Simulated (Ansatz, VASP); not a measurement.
This is a calculation of FeO for Ansatz 0.2.0.

input.yaml

```yaml
crystal:
  lattice:
    - [0.0, 2.1554, 2.1554]
    - [2.1554, 0.0, 2.1554]
    - [2.1554, 2.1554, 0.0]
  atoms:
    - { symbol: Fe, position: [0.0, 0.0, 0.0], spin: 2.2 }
    - { symbol: O, position: [0.5, 0.5, 0.5] }
hamiltonian:
  xc: pbe
  pseudopotentials: { kind: paw }
magnetization:
  spin_polarized: true
  initial_magnetization: 2.2
  spin_locking: { lock_magnetization: hard }
kpoints:
  mp_grid: { grid: [9, 9, 9] }
scf:
  occupations: { method: fermi_dirac, width: 0.05 }
  lower_state_search: "off"
output:
  forces: true
  stress: true
  eigenvalues: true
```

Potentials or basis: Ansatz PAW.

Launch:

```console
$ ansatz run input.yaml --threads 2 --pin off --max-ram 5632MiB --backend cpu --events-out ev --progress --plain --runs-dir out
```

Question: Translate it to VASP 6.6.1. Potentials there: VASP PAW PBE potentials, release 64 (Fe_sv, O).

Answer: As run (the cutoff follows the program's own potentials):

Contents of INCAR:

```
PREC = Accurate
ENCUT = 700
EDIFF = 1E-6
ISMEAR = -1
SIGMA = 0.05
LREAL = False
LASPH = True
NELM = 200
ALGO = Normal
ISIF = 2
LWAVE = False
LCHARG = True
ISPIN = 2
MAGMOM = 2.2 0
LORBIT = 11
NUPDOWN = 2.2
LMAXMIX = 4
GGA = PE
LELF = True
LVHAR = True
NBANDS = 22
GGA_COMPAT = False
```

The input KPOINTS:

```
Automatic mesh
0
Gamma
  9 9 9
```

POSCAR

```
FeO
1.0
    0.0000000000      2.1554000000      2.1554000000
    2.1554000000      0.0000000000      2.1554000000
    2.1554000000      2.1554000000      0.0000000000
Fe O
1 1
Direct
    0.0000000000      0.0000000000      0.0000000000
    0.5000000000      0.5000000000      0.5000000000
```

Potentials or basis: VASP PAW PBE potentials, release 64 (Fe_sv, O).

Command:

```console
$ cat potpaw_PBE.64/Fe_sv/POTCAR potpaw_PBE.64/O/POTCAR > POTCAR
$ mpirun -np 1 vasp_std > vasp.out
```

Both were run:

|  | VASP | Ansatz | Ansatz less VASP |
| --- | --- | --- | --- |
| pressure (GPa) | -18.6 | -17.5 | +1.11 |
| net moment per atom (μB) | 1.10 | 1.10 | 0.000 |
| size of the moment on the site where the two differ most (μB) | 2.08 | 2.06 | -0.019 |

Site moments also hang on the region over which each program counts them. With one functional, cell and mesh, what is left measures potentials, basis and numerics.
